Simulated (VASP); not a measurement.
The system is GaN.

```xyz
4
Lattice="3.1831 0.0000 0.0000 -1.5916 2.7567 0.0000 0.0000 0.0000 5.1836" Properties=species:S:1:pos:R:3 pbc="T T T"
Ga    0.0000    1.8378   -0.0046
Ga    1.5916    0.9189    2.5872
N     0.0000    1.8378    1.9485
N     1.5916    0.9189    4.5403
```

Base run:

```yaml
Program: VASP 6.6.1
Functional: PBE
Potentials_or_basis: VASP PAW PBE potentials, release 64 (Ga_d, N)
Cutoff: 520 eV
k_mesh: 6 × 6 × 4
Occupations: gaussian, width 0.01 eV
Spin: no spin polarisation
```

Its results: band gap on the k mesh 1.94 eV, direct; pressure 6.3 GPa; largest force 0.004 eV/Å.

Task: The run is repeated on the same cell with these changes: functional from PBE to r2SCAN. What comes out?

Result: Band gap on the k mesh 2.34 eV, direct; pressure 1.1 GPa; largest force 0.005 eV/Å.

r2SCAN gives the wider gap, since meta-GGAs in the generalised Kohn-Sham scheme recover part of the derivative discontinuity.

Caveats: the PAW data sets were made with another functional, which shifts forces and pressure a little (some runs).

